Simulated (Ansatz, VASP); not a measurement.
## One calculation of Si, two programs

```
Si
1.0
     3.58500    0.00000    0.00000
    -1.79250    3.10470    0.00000
     0.00000    0.00000   28.00000
Si
2
Direct
  0.33333 0.66667 0.50511
  0.66667 0.33333 0.49489
```

Alike in both runs: task single point; functional LDA; k mesh 15 × 15 × 1; occupations gaussian, width 0.1 eV; no spin polarisation.

```csv
,VASP,Ansatz
version,VASP 6.6.1,Ansatz 0.2.0
potentials or method,"VASP PAW LDA potentials, release 64 (Si), cutoff 520 eV","scalar-relativistic, plane waves, PAW"
valence electrons in the cell,8,8
```

|  | VASP | Ansatz | Ansatz less VASP |
| --- | --- | --- | --- |
| gap on the k mesh at the Fermi level (eV) | none | none | - |
| rms of the force components (eV/Å) | 0.466 | 0.466 | +0.0003 |
| work function, face that differs most (eV) | 4.64 | 4.62 | -0.012 |

Ansatz warns that its potentials were made for another functional, while VASP's fit it. LDA's correlation is that of Perdew and Zunger in VASP and of Perdew and Wang (1992) in Ansatz. Atom by atom the forces differ by 0.000 eV/Å (rms over components). A gap of «none» marks a metal or a gap that the smearing closes.
